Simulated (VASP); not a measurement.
# CeO2 (Fm-3m) in VASP: a series of runs

The runs below take CeO2 through single point, with PBE.

All numbers are computed with VASP 6.6.1; they aren't measurements. Logs are shortened: lines on timing, memory, paths and dates and some standing lists are left out, and cuts for length are marked.

### Step 1. The cell of the first run

Symmetry: Fm-3m, No. 225, cubic system. The conventional cell has a = 5.464 Å, b = 5.464 Å, c = 5.464 Å, α = 90.00°, β = 90.00°, γ = 90.00°. Ce (site symmetry m-3m) has 8 O at 2.37 Å within 3.1 Å. Within 3.1 Å of O (site symmetry -43m) lie 4 Ce at 2.37 Å and 6 O at 2.73 Å.

### Step 2. Single point, PBE

INCAR reads:

```
PREC = Accurate
ENCUT = 520
EDIFF = 1E-6
ISMEAR = 0
SIGMA = 0.02
LREAL = False
LASPH = True
NELM = 80
ALGO = Normal
ISIF = 2
LWAVE = False
LCHARG = True
GGA = PE
LELF = True
LVHAR = True
NBANDS = 19
```

KPOINTS reads:

```
Automatic mesh
0
Gamma
  10 10 10
```

POSCAR reads:

```
CeO2
1.0
    0.0000000000      2.7319566874      2.7319566874
    2.7319566874      0.0000000000      2.7319566874
    2.7319566874      2.7319566874      0.0000000000
Ce O
1 2
Direct
    0.0000000000      0.0000000000      0.0000000000
    0.2500000000      0.2500000000      0.2500000000
    0.7500000000      0.7500000000      0.7500000000
```

Potentials or basis: VASP PAW PBE potentials, release 64 (Ce, O).

Run with:

```sh
$ cat potpaw_PBE.64/Ce/POTCAR potpaw_PBE.64/O/POTCAR > POTCAR
$ mpirun -np 1 vasp_std > vasp.out
```

OUTCAR:

```text
PREC = Accurate
   ENCUT = 520
   EDIFF = 1E-6
   ISMEAR = 0
   LREAL = False
   LASPH = True
   NELM = 80
   ISIF = 2
   GGA = PE

 ion  position               nearest neighbor table
   1  0.000  0.000  0.000-   3 2.37   3 2.37   3 2.37   2 2.37   3 2.37   2 2.37   2 2.37   2 2.37

   2  0.250  0.250  0.250-   1 2.37   1 2.37   1 2.37   1 2.37
   3  0.750  0.750  0.750-   1 2.37   1 2.37   1 2.37   1 2.37

  LATTYP: Found a face centered cubic cell.
 ALAT       =     5.4639133748

  Lattice vectors:

 A1 = (   0.0000000000,   2.7319566874,   2.7319566874)
 A2 = (   2.7319566874,   0.0000000000,   2.7319566874)
 A3 = (   2.7319566874,   2.7319566874,   0.0000000000)

Analysis of symmetry for initial positions (statically):
=====================================================================
 Subroutine PRICEL returns:
 Original cell was already a primitive cell.

 Routine SETGRP: Setting up the symmetry group for a
 face centered cubic supercell.

 Subroutine GETGRP returns: Found 48 space group operations
 (whereof 48 operations were pure point group operations)
 out of a pool of 48 trial point group operations.

The static configuration has the point symmetry O_h .

Analysis of symmetry for dynamics (positions and initial velocities):
=====================================================================
 Subroutine PRICEL returns:
 Original cell was already a primitive cell.

 Routine SETGRP: Setting up the symmetry group for a
 face centered cubic supercell.

 Subroutine GETGRP returns: Found 48 space group operations
 (whereof 48 operations were pure point group operations)
 out of a pool of 48 trial point group operations.

The dynamic configuration has the point symmetry O_h .

 Subroutine INISYM returns: Found 48 space group operations
 (whereof 48 operations are pure point group operations),
 and found     1 'primitive' translations

----------------------------------------------------------------------------------------

                                     Primitive cell

  volume of cell :      40.7804

  direct lattice vectors                    reciprocal lattice vectors
     0.000000000  2.731956687  2.731956687    -0.183019007  0.183019007  0.183019007
     2.731956687  0.000000000  2.731956687     0.183019007 -0.183019007  0.183019007
     2.731956687  2.731956687  0.000000000     0.183019007  0.183019007 -0.183019007

  length of vectors
     3.863570199  3.863570199  3.863570199     0.316998219  0.316998219  0.316998219

  position of ions in fractional coordinates (direct lattice)
     0.000000000  0.000000000  0.000000000
     0.250000000  0.250000000  0.250000000
     0.750000000  0.750000000  0.750000000

  ion indices of the primitive-cell ions
   primitive index   ion index
                 1           1
                 2           2
                 3           3

----------------------------------------------------------------------------------------

 KPOINTS: Automatic mesh

Automatic generation of k-mesh.
 Grid dimensions read from file:
 generate k-points for:   10   10   10

 Generating k-lattice:

  Cartesian coordinates                     Fractional coordinates (reciprocal lattice)
    -0.018301901  0.018301901  0.018301901     0.100000000  0.000000000  0.000000000
     0.018301901 -0.018301901  0.018301901     0.000000000  0.100000000  0.000000000
     0.018301901  0.018301901 -0.018301901     0.000000000  0.000000000  0.100000000

  Length of vectors
     0.031699822  0.031699822  0.031699822

  Shift w.r.t. Gamma in fractional coordinates (k-lattice)
     0.000000000  0.000000000  0.000000000

 Subroutine IBZKPT returns following result:
 ===========================================

 Found     47 irreducible k-points:

 Following reciprocal coordinates:
            Coordinates               Weight
  0.000000  0.000000  0.000000      1.000000
  0.100000  0.000000  0.000000      8.000000
  0.200000  0.000000  0.000000      8.000000
  0.300000  0.000000  0.000000      8.000000
  0.400000  0.000000  0.000000      8.000000
  0.500000  0.000000  0.000000      4.000000
[... 16 lines left out ...]
  0.300000  0.300000  0.000000      6.000000
  0.400000  0.300000  0.000000     24.000000
 [... further k-points ...]
   k-points           NKPTS =     47   k-points in BZ     NKDIM =     47   number of bands    NBANDS=     19
   number of dos      NEDOS =    301   number of ions     NIONS =      3
   total plane-waves  NPLWV =  27000
   dimension x,y,z NGX =    30 NGY =   30 NGZ =   30
   dimension x,y,z NGXF=    60 NGYF=   60 NGZF=   60
   ions per type =               1   2
   NGX,Y,Z   is equivalent  to a cutoff of  12.91, 12.91, 12.91 a.u.
   NGXF,Y,Z  is equivalent  to a cutoff of  25.82, 25.82, 25.82 a.u.
 SYSTEM =  unknown system
   PREC   = accura    normal or accurate (medium, high low for compatibility)
   ISTART =      0    job   : 0-new  1-cont  2-samecut
   ICHARG =      2    charge: 1-file 2-atom 10-const
   ISPIN  =      1    spin polarized calculation?
   LNONCOLLINEAR =      F non collinear calculations
   LSORBIT =      F    spin-orbit coupling
   LASPH  =      T    aspherical Exc in radial PAW
   ENCUT  =  520.0 eV  38.22 Ry    6.18 a.u.   7.18  7.18  7.18*2*pi/ulx,y,z
   NELM   =     80;   NELMIN=  2; NELMDL= -5     # of ELM steps
   EDIFF  = 0.1E-05   stopping-criterion for ELM
   LREAL  =      F    real-space projection
   EDIFFG = 0.1E-04   stopping-criterion for IOM
   NSW    =      0    number of steps for IOM
   IBRION =     -1    ionic relax: 0-MD 1-quasi-New 2-CG
   NFREE  =      0    steps in history (QN), initial steepest desc. (CG)
   ISIF   =      2    stress and relaxation
   ISYM   =      2    0-nonsym 1-usesym 2-fastsym
   POTIM  = 0.5000    time-step for ionic-motion
   TEBEG  =    0.0;   TEEND  =   0.0 temperature during run
   PSTRESS=    0.0 pullay stress
   NELECT =      24.0000    total number of electrons
   NUPDOWN=      -1.0000    fix difference up-down
   EMIN   =  10.00;   EMAX   =-10.00  energy-range for DOS
   EFERMI =   0.00;   METHOD = LEGACY
   ISMEAR =     0;   SIGMA  =   0.02  broadening in eV -4-tet -1-fermi 0-gaus
   EFERMI_NEDOS =   21; number of points for ismear=-14 and -15
   IALGO  =     38    algorithm
   IMIX   =      4    mixing-type and parameters
     AMIX     =   0.40;   BMIX     =  1.00
     AMIX_MAG =   1.60;   BMIX_MAG =  1.00
  volume/ion in A,a.u.               =      13.59        91.73
  Fermi-wavevector in a.u.,A,eV,Ry     =   1.371918  2.592549 25.608322  1.882159
  Thomas-Fermi vector in A             =   2.497572
   LORBIT       =      0    0 simple, 1 ext, 2 COOP (PROOUT), +10 PAW based schemes
   GGA     = PE    functional components
   LHFCALC =     F    Hartree Fock is set to
   AEXX    =    0.0000 exact exchange contribution
   IVDW    =     0    specifies the selected vdW correction
   LEPSILON=     F    determine dielectric tensor
   LRPA    =     F    only Hartree local field effects (RPA)
 non-spin polarized calculation
 Gauss-broadening in eV      SIGMA  =   0.02
  energy-cutoff  :      520.00
  volume of cell :       40.78
 maximum number of plane-waves:      1113
 NGX is ok and might be reduce to    30
   NGX = 15   NGY = 15   NGZ = 15

 number of electron      23.9999992 magnetization

 Free energy of the ion-electron system (eV)
  ---------------------------------------------------
  ext. energy  EPLUGINS =         0.00000000
  ---------------------------------------------------
  free energy    TOTEN  =       -26.23002865 eV

  energy without entropy =      -26.23002865  energy(sigma->0) =      -26.23002865

 E-fermi :   5.1129     XC(G=0): -11.1682

 val. band max:        5.0228003048   @ k =  -0.3000   0.3000   0.0000
 cond. band min:       6.9087844811   @ k =   0.5000   0.0000   0.0000
 fundamental gap:      1.8859841763
 Fermi energy:         5.1129092141

 k-point     1 :       0.0000    0.0000    0.0000
  band No.  band energies     occupation
      1     -27.4299      2.00000
      2     -11.2229      2.00000
      3     -10.2755      2.00000
      4      -9.6077      2.00000
      5      -9.6077      2.00000
      6      -9.6077      2.00000
[... 11 lines left out ...]
     18       7.8462      0.00000
     19       7.8462      0.00000

 k-point     2 :       0.1000    0.0000    0.0000
  band No.  band energies     occupation
      1     -27.4131      2.00000
      2     -11.5799      2.00000
      3     -10.3499      2.00000
      4      -9.6296      2.00000
      5      -9.6296      2.00000
      6      -9.2353      2.00000
[... 11 lines left out ...]
     18       7.7861      0.00000
     19       7.7861      0.00000

 k-point     3 :       0.2000    0.0000    0.0000
  band No.  band energies     occupation
      1     -27.3681      2.00000
      2     -12.1961      2.00000
      3     -10.5619      2.00000
      4      -9.6859      2.00000
      5      -9.6859      2.00000
      6      -8.5420      2.00000
[... 11 lines left out ...]
     18       7.6878      0.00000
     19       7.6878      0.00000

 k-point     4 :       0.3000    0.0000    0.0000
  band No.  band energies     occupation
      1     -27.3111      2.00000
      2     -12.7446      2.00000
      3     -10.8049      2.00000
      4      -9.7535      2.00000
      5      -9.7535      2.00000
      6      -7.8834      2.00000
[... 407 lines left out ...]
     18       7.4859      0.00000
     19       7.6572      0.00000

 k-point    23 :       0.3000    0.3000    0.0000
  band No.  band energies     occupation
      1     -27.2713      2.00000
      2     -13.0193      2.00000
      3     -10.7621      2.00000
      4      -9.9740      2.00000
      5      -9.9740      2.00000
      6      -7.4146      2.00000
[... 11 lines left out ...]
     18       7.5345      0.00000
     19       7.6792      0.00000

 k-point    24 :       0.4000    0.3000    0.0000
  band No.  band energies     occupation
      1     -27.2339      2.00000
      2     -13.2162      2.00000
      3     -11.2157      2.00000
      4     -10.0339      2.00000
      5      -9.6660      2.00000
      6      -7.1641      2.00000
[... 11 lines left out ...]
     18       7.5131      0.00000
     19       7.8102      0.00000

 [... further k-points ...]

------------------------ aborting loop because EDIFF is reached ----------------------------------------

  FORCE on cell =-STRESS in cart. coord.  units (eV):
  Direction    XX          YY          ZZ          XY          YZ          ZX
  --------------------------------------------------------------------------------------
  -------------------------------------------------------------------------------------
  Total       -0.0058995     -0.0058995     -0.0058995      0.0000000     -0.0000000      0.0000000
  in kB       -0.2317796     -0.2317796     -0.2317796      0.0000000     -0.0000000      0.0000000
  external PRESSURE =      -0.2317796 kB  Pullay stress =       0.0000000 kB

 VOLUME and BASIS-vectors are now :
 -----------------------------------------------------------------------------
  energy-cutoff  :      520.00
  volume of cell :       40.78
      direct lattice vectors                 reciprocal lattice vectors
     0.000000000  2.731956687  2.731956687    -0.183019007  0.183019007  0.183019007
     2.731956687  0.000000000  2.731956687     0.183019007 -0.183019007  0.183019007
     2.731956687  2.731956687  0.000000000     0.183019007  0.183019007 -0.183019007

 POSITION                                       TOTAL-FORCE (eV/Angst)
 -----------------------------------------------------------------------------------
      0.00000      0.00000      0.00000        -0.000000     -0.000000     -0.000000
      1.36598      1.36598      1.36598        -0.000000     -0.000000     -0.000000
      4.09794      4.09794      4.09794         0.000000      0.000000      0.000000
 -----------------------------------------------------------------------------------
    total drift:                                0.000000     -0.000000      0.000000

  FREE ENERGIE OF THE ION-ELECTRON SYSTEM (eV)
  ---------------------------------------------------
  free  energy   TOTEN  =       -26.2300286467 eV

  energy  without entropy=      -26.2300286467  energy(sigma->0) =      -26.23002865
```

Run time: 1.9 min. Hardware: 1 thread of Intel Xeon 8259CL, shared host; peak memory 0.2 GiB.

Results:

```yaml
Free_energy: -26.2300 eV
Pressure: 0.0 GPa
Band_gap_on_the_k_mesh: 1.89 eV (least direct gap 1.95 eV)
```

Caveat: spin-orbit coupling is left out, which moves the levels of the heavy elements; semilocal functionals describe open f shells poorly, which spoils levels, moments and volumes. A k mesh can miss the band edges.

### Step 3. Single point, PBE (14.00 Å³/atom)

This run uses another cell than the first one, of 14.00 Å³/atom.

INCAR reads:

```
SYSTEM = CeO2
ALGO = Normal
EDIFF = 1E-6
ENCUT = 520
GGA = PE
ISIF = 2
ISMEAR = 0
LASPH = .True.
LCHARG = .False.
LREAL = .False.
LWAVE = .False.
NBANDS = 19
NELM = 60
PREC = Accurate
SIGMA = 0.02
```

KPOINTS reads:

```
k-points
0
Gamma
  10 10 10
  0 0 0
```

POSCAR reads:

```
CeO2
1.0
    0.0000000000      2.7590075228      2.7590075228
    2.7590075228      0.0000000000      2.7590075228
    2.7590075228      2.7590075228      0.0000000000
Ce O
1 2
Direct
    0.0000000000      0.0000000000      0.0000000000
    0.2500000000      0.2500000000      0.2500000000
    0.7500000000      0.7500000000      0.7500000000
```

Potentials or basis: VASP PAW PBE potentials, release 64 (Ce, O).

Run with:

```sh
$ cat potpaw_PBE.64/Ce/POTCAR potpaw_PBE.64/O/POTCAR > POTCAR
$ mpirun -np 1 vasp_std > vasp.out
```

It took 1.9 min on 1 thread of Intel Xeon 8259CL, shared host; peak memory 0.2 GiB.

It converged, with:

| Quantity | Value |
| --- | --- |
| Free energy | -26.2132 eV |
| Pressure | -4.7 GPa |
| Band gap on the k mesh | 1.80 eV (least direct gap 1.86 eV) |

Levels at points of the mesh, in eV from the valence-band top:
| k point | band 9 | band 10 | band 11 | band 12 | band 13 | band 14 | band 15 | band 16 |
| --- | --- | --- | --- | --- | --- | --- | --- | --- |
| (0.00, 0.00, 0.00) | -3.52 | -0.51 | -0.51 | -0.51 | 2.08 | 2.08 | 2.08 | 2.29 |
| (0.50, 0.00, 0.00) | -1.20 | -1.12 | -0.73 | -0.73 | 1.80 | 1.96 | 1.96 | 2.09 |
| (0.50, 0.50, 0.00) | -1.18 | -0.65 | -0.65 | -0.51 | 1.84 | 1.91 | 1.91 | 2.05 |

Caveat: the cell stands under tension; spin-orbit coupling is left out, which moves the levels of the heavy elements; semilocal functionals describe open f shells poorly, which spoils levels, moments and volumes. Spin polarisation is off, so any magnetic state and its effect on volume and gap are missing.

### Step 4. Single point, PBE (14.41 Å³/atom)

This run uses another cell than the first one, of 14.41 Å³/atom.

INCAR reads:

```
SYSTEM = CeO2
PREC = Accurate
ENCUT = 520
EDIFF = 1E-6
ISMEAR = 0
SIGMA = 0.02
LREAL = .False.
LASPH = .True.
NELM = 80
ALGO = Normal
ISIF = 2
LWAVE = .False.
LCHARG = .False.
GGA = PE
NBANDS = 19
```

KPOINTS reads:

```
regular mesh
0
Gamma
  10 10 10
  0 0 0
```

POSCAR reads:

```
CeO2
1.0
    0.0000000000      2.7855380688      2.7855380688
    2.7855380688      0.0000000000      2.7855380688
    2.7855380688      2.7855380688      0.0000000000
Ce O
1 2
Direct
    0.0000000000      0.0000000000      0.0000000000
    0.2500000000      0.2500000000      0.2500000000
    0.7500000000      0.7500000000      0.7500000000
```

Run with:

```sh
$ cat potpaw_PBE.64/Ce/POTCAR potpaw_PBE.64/O/POTCAR > POTCAR
$ mpirun -np 1 vasp_std > vasp.out
```

Run time: 1.8 min. Hardware: 1 thread of Intel Xeon 8259CL, shared host; peak memory 0.21 GiB.

Results (log left out):

- Free energy: -26.1624 eV
- Pressure: -8.9 GPa
- Band gap on the k mesh: 1.72 eV (least direct gap 1.78 eV)

Levels at points of the mesh, in eV from the valence-band top:
```tsv
k point	band 9	band 10	band 11	band 12	band 13	band 14	band 15	band 16
(0.00, 0.00, 0.00)	-3.37	-0.47	-0.47	-0.47	1.98	1.98	1.98	2.17
(0.50, 0.00, 0.00)	-1.18	-1.09	-0.71	-0.71	1.72	1.86	1.86	1.99
(0.50, 0.50, 0.00)	-1.17	-0.60	-0.60	-0.47	1.76	1.82	1.82	1.95
```

Caveat: the cell stands under tension; spin-orbit coupling is left out, which moves the levels of the heavy elements; semilocal functionals describe open f shells poorly, which spoils levels, moments and volumes. A k mesh can miss the band edges.

[end of part 1 of 2]
